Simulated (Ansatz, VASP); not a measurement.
## One calculation of Sc, two programs

```
CELL_PARAMETERS angstrom
0.00000 2.27050 2.24779
2.27050 0.00000 2.24779
2.27050 2.27050 0.00000
ATOMIC_POSITIONS crystal
Sc 0.00000 0.00000 0.00000
```

Change from the starting cell: zz strain of -1 %, crystal datasets.

Alike in both runs: task electric field gradients; functional PBEsol; k mesh 12 × 12 × 12; occupations fermi-dirac, width 0.03 eV; no spin polarisation.

```csv
,VASP,Ansatz
version,VASP 6.6.1,Ansatz 0.2.0
potentials or method,"VASP PAW PBE potentials, release 64 (Sc_sv), cutoff 520 eV","all-electron PAW with datasets made for the crystal, scalar-relativistic"
```

```tsv
	VASP	Ansatz	Ansatz less VASP
pressure (GPa)	1.0	1.0	0.00
traceless stress, the component that is largest in VASP (GPa)	0.22	0.22	-0.001
size of Vzz on the site where it differs most (V/Å²)	0.4	0.4	+0.02
```

VASP's potentials were made for PBE, not for PBEsol. Ansatz ran all-electron here, and VASP with PAW potentials.
